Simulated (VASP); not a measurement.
Runs of VASP 6.6.1 on TeF. The structure is that of space group Pm-3m (No. 221), or close to it. The cells are those of the table. The cell was generated, and may not be a known phase.

```csv
task,cell,k mesh,cutoff (eV),gap on the mesh (eV),pressure (GPa),relaxed volume (Å³/atom)
relaxation of cell and atoms,"relaxed from a = 3.262 Å, 2 atoms",18 × 18 × 18,600,none,0.1,17.29
relaxation of cell and atoms,"relaxed from a = 3.458 Å, 2 atoms",6 × 6 × 6,600,none,0.4,17.18
single point,"a = 3.264 Å, 2 atoms",18 × 18 × 18,520,none,-0.4,-
single point,"a = 3.262 Å, 2 atoms",6 × 6 × 6,520,none,-0.4,-
single point,"a = 3.458 Å, 2 atoms",6 × 6 × 6,520,none,(a),-
```

Alike in all rows: level PBE; potentials or basis VASP PAW PBE potentials, release 64 (Te, F); no spin polarisation; smearing gaussian 0.1 eV.

Estimate the missing entries.

(a) -9.6.

Caveats: spin-orbit coupling is left out, which moves the levels of the heavy elements; an odd number of electrons without spin polarisation forces a metal; a magnetic or distorted state may lie lower; the volume moved by over 15 % at a fixed basis, so the end points are rough (at least some runs); the cell stands under tension (at least some runs).

A k mesh can miss the band edges, and the runs leave out spin-orbit coupling on Te.

A gap of «none» marks levels without a gap at the run's occupations.
